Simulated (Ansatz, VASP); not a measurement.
# Two plane-wave programs on Se

```
Se
1.0
     5.45928   -2.77203    0.00000
     5.45928    2.77203    0.00000
     0.00000    0.00000    5.53179
Se
6
Direct
  0.00008 0.99992 0.75000
  0.99992 0.00008 0.25000
  0.75904 0.75912 0.25000
  0.24096 0.24088 0.75000
  0.75912 0.75904 0.75000
  0.24088 0.24096 0.25000
```

Alike in both runs: functional PBE; k mesh 8 × 8 × 8; occupations gaussian, width 0.1 eV; no spin polarisation.

Ansatz relaxed the structure, and its values are those at the end. VASP's run is a single point on that final structure, the one shown.

|  | VASP | Ansatz |
| --- | --- | --- |
| version | VASP 6.6.1 | Ansatz 0.2.0 |
| potentials or method | VASP PAW PBE potentials, release 64 (Se), cutoff 520 eV | scalar-relativistic, plane waves, PAW |
| valence electrons in the cell | 36 | 96 |

```tsv
	VASP	Ansatz	Ansatz less VASP
gap on the k mesh at the Fermi level (eV)	none	none	-
pressure (GPa)	0.0	0.0	-0.02
```

A gap of «none» marks a metal or a gap that the smearing closes. With one functional, cell and mesh, what is left measures potentials, basis and numerics. VASP's potentials hold 36 valence electrons a cell and Ansatz's 96, so a difference there can come from the potentials and not from the codes.
